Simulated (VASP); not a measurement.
Write the native input for VASP 6.6.1 that does the following.

- Task: single point
- Functional: PBE
- Potentials or basis: VASP PAW PBE potentials, release 64 (Cr_sv, Tl_d, F)
- Cutoff: 700 eV
- k mesh: 3 × 3 × 3
- Occupations: gaussian, width 0.15 eV
- Spin: collinear spin, ferromagnetic start
- Starting moments: [3.0, 0.0, 0.0, 0.0, 0.0, 0.0] μB
- Dipole correction: no
- Further INCAR settings: ALGO = Normal; EDIFF = 1e-06; NBANDS = 40

The structure of TlCrF4 lies in POSCAR:

```
TlCrF4
1.0
   -3.2499106872      3.2499106872      3.5002219836
    3.2499106872     -3.2499106872      3.5002219836
    3.2499106872      3.2499106872     -3.5002219836
Cr Tl F
1 1 4
Direct
    0.5000000000      0.5000000000      0.0000000000
    0.0000000000      0.0000000000      0.0000000000
    0.0000000000      0.3200483192      0.3200483192
    0.0000000000      0.6799516808      0.6799516808
    0.3200483192      0.0000000000      0.3200483192
    0.6799516808      0.0000000000      0.6799516808
```

The cell was generated, and may not be a known phase.

One way to write it, as run:

INCAR

```
PREC = Accurate
ENCUT = 700
EDIFF = 1E-6
ISMEAR = 0
SIGMA = 0.15
LREAL = F
LASPH = T
NELM = 200
ALGO = Normal
ISIF = 2
LWAVE = F
LCHARG = T
ISPIN = 2
MAGMOM = 3 0 0 0 0 0
LORBIT = 11
LMAXMIX = 4
GGA = PE
LELF = T
LVHAR = T
NBANDS = 40
GGA_COMPAT = F
```

KPOINTS

```
regular mesh
0
Gamma
  3 3 3
```

Potentials or basis: VASP PAW PBE potentials, release 64 (Cr_sv, Tl_d, F).

The run is started by

```sh
$ cat potpaw_PBE.64/Cr_sv/POTCAR potpaw_PBE.64/Tl_d/POTCAR potpaw_PBE.64/F/POTCAR > POTCAR
$ mpirun -np 1 vasp_std > vasp.out
```

It gave:

```yaml
Pressure: 0.1 GPa
Largest_force: 0.081 eV/Å
Band_gap_on_the_k_mesh: 0.03 eV (least direct gap 0.04 eV)
Net_moment: 4.99 μB per cell
Site_moments: Cr +3.99; Tl +0.02; F +0.01 μB
Valence_electrons_inside_the_program's_atomic_spheres: Cr 11.88; Tl 11.16; F 6.01
```

Caveat: the k points lie up to 0.44 Å⁻¹ apart; the smearing spreads over this small gap; spin-orbit coupling is left out, which moves the levels of the heavy elements; a cell with one magnetic atom can't hold antiferromagnetic order, which such compounds often take.

Wall time 5.3 min on 1 thread of Intel(R) Xeon(R) Platinum 8259CL CPU @ 2.50GHz (Skylake/Cascade Lake) (shared host), peak memory 0.49 GiB.
